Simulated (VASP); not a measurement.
A run of VASP 6.6.1 is set up as follows.

File INCAR:

```
ALGO = Normal
EDIFF = 1E-7
ENCUT = 520
ISIF = 2
ISMEAR = 0
LASPH = True
LCHARG = False
LREAL = False
LWAVE = False
NBANDS = 24
NELM = 100
PREC = Accurate
SIGMA = 0.05
```

KPOINTS

```
k-points
0
Gamma
  9 9 8
```

The input POSCAR:

```
SrO
1.0
    0.0000000000     -2.5321850030     -2.5321850030
   -2.5321850030      0.0000000000     -2.5321850030
    2.5321850030      2.5321850030     -5.0643700061
Sr O
2 2
Direct
   -0.0024517324     -0.0024517324     -0.0024517324
    0.4975482676      0.4975482676      0.4975482676
    0.7634271390      0.7634271390      0.7634271390
    0.2634271390      0.2634271390      0.2634271390
```

Potentials or basis: VASP PAW LDA potentials, release 64 (Sr_sv, O).

Command:

```bash
$ cat potpaw_LDA.64/Sr_sv/POTCAR potpaw_LDA.64/O/POTCAR > POTCAR
$ mpirun -np 1 vasp_std > vasp.out
```

Question: Predict the largest force.

Answer: 0.496 eV/Å.

Question: Predict the pressure.

Answer: 1.7 GPa.

Question: What does it give for the band gap on the k mesh?

Answer: 3.19 eV.

Stress tensor (GPa, compression positive):
```
0.43 0.00 0.00
0.00 0.43 0.00
0.00 0.00 4.12
```

Caveat: the cell differs from its parent crystal (atoms displaced along a vibrational mode); an odd mesh through Γ misses points on the zone boundary, where band edges can lie.
